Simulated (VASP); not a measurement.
Input of a VASP 6.6.1 run:

File POSCAR:

```
LiH
1.0
    0.0000000000      2.0092229770      2.0092229770
    2.0092229770      0.0000000000      2.0092229770
    2.0092229770      2.0092229770      0.0000000000
Li H
1 1
Direct
    0.0000000000      0.0000000000      0.0000000000
    0.5000000000      0.5000000000      0.5000000000
```

Contents of INCAR.step1:

```
PREC = Accurate ; ENCUT = 520
ISMEAR = -1 ; SIGMA = 0.05
LREAL = F ; LASPH = T
NELM = 100 ; NBANDS = 9
GGA = PE ; ALGO = Normal
EDIFF = 1E-4 ; LWAVE = T
LCHARG = F
```

INCAR.step2

```
PREC = Accurate ; ENCUT = 520
EDIFF = 1E-6 ; ISMEAR = -1
SIGMA = 0.05 ; LREAL = F
LASPH = T ; NELM = 100
ALGO = Normal ; ISIF = 2
LWAVE = F ; LCHARG = T
METAGGA = R2SCAN ; LMIXTAU = T
LELF = T ; LVHAR = T
NBANDS = 9 ; ISTART = 1
```

File KPOINTS:

```
regular mesh
0
Gamma
  11 11 11
```

Potentials or basis: VASP PAW PBE potentials, release 64 (Li_sv, H).

Command:

```bash
$ cat potpaw_PBE.64/Li_sv/POTCAR potpaw_PBE.64/H/POTCAR > POTCAR
$ cp INCAR.step1 INCAR
$ mpirun -np 1 vasp_std > vasp.out
$ cp INCAR.step2 INCAR
$ mpirun -np 1 vasp_std > vasp.out
```

Question: Estimate the band gap on the k mesh.

Answer: 3.79 eV.

Caveat: an odd mesh through Γ misses points on the zone boundary, where band edges can lie.
